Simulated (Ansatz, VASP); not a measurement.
**Two plane-wave programs on CrCuO2**

INCAR

```
SYSTEM = CrCuO2
PREC = Accurate
ENCUT = 600
EDIFF = 1E-6
ISMEAR = -1
SIGMA = 0.08
LREAL = .False.
LASPH = .True.
NELM = 120
ALGO = Normal
ISIF = 2
LWAVE = .False.
LCHARG = .False.
GGA = PS
NBANDS = 26
GGA_COMPAT = .False.
```

KPOINTS

```
regular mesh
0
Gamma
  11 11 11
  0 0 0
```

Contents of POSCAR:

```
CrCuO2
1.0
    1.4563506678      0.8408244501      5.5836408197
   -1.4563506678      0.8408244501      5.5836408197
    0.0000000000     -1.6816489002      5.5836408197
Cr Cu O
1 1 2
Direct
    0.5000000000      0.5000000000      0.5000000000
    0.0000000000      0.0000000000      0.0000000000
    0.1079200000      0.1079200000      0.1079200000
    0.8920800000      0.8920800000      0.8920800000
```

Input for Ansatz:

```yaml
crystal:
  lattice:
    - [1.4563506678, 0.8408244501, 5.5836408197]
    - [-1.4563506678, 0.8408244501, 5.5836408197]
    - [0.0, -1.6816489002, 5.5836408197]
  atoms:
    - { symbol: Cr, position: [0.5, 0.5, 0.5] }
    - { symbol: Cu, position: [0.0, 0.0, 0.0] }
    - { symbol: O, position: [0.10792, 0.10792, 0.10792] }
    - { symbol: O, position: [0.89208, 0.89208, 0.89208] }
kpoints:
  mp_grid: { grid: [11, 11, 11] }
scf:
  occupations: { method: fermi_dirac, width: 0.08 }
  lower_state_search: "off"
hamiltonian:
  xc: pbesol
  pseudopotentials: { kind: paw }
output:
  forces: true
  stress: true
  eigenvalues: true
  write_density: true
  write_potential: true
  elf: true
  volumetric_format: npy
```

Change from the starting cell: volume scaled by 0.94, no spin polarisation, PAW files.

Alike in both runs: task single point; functional PBEsol; k mesh 11 × 11 × 11; occupations fermi-dirac, width 0.08 eV; no spin polarisation.

|  | VASP | Ansatz |
| --- | --- | --- |
| version | VASP 6.6.1 | Ansatz 0.2.0 |
| potentials or method | VASP PAW PBE potentials, release 64 (Cr_pv, Cu, O) | PAW with Ansatz's default frozen-core files, scalar-relativistic |
| plane-wave cutoff (eV) | 600 | 420 |
| valence electrons in the cell | 35 | 45 |

Ansatz gave:

```
pressure (GPa)                                                : 0.0
traceless stress, the component that is largest in VASP (GPa) : 15.69
rms of the force components (eV/Å)                            : 0.231
```

Task: Which values does VASP return?

Result: Pressure (GPa): 0.6; traceless stress, the component that is largest in VASP (GPa): 16.21; rms of the force components (eV/Å): 0.212.

VASP's potentials were made for PBE, not for PBEsol. Atom by atom the forces differ by 0.019 eV/Å (rms over components). VASP's potentials hold 35 valence electrons a cell and Ansatz's 45, so a difference there can come from the potentials and not from the codes.
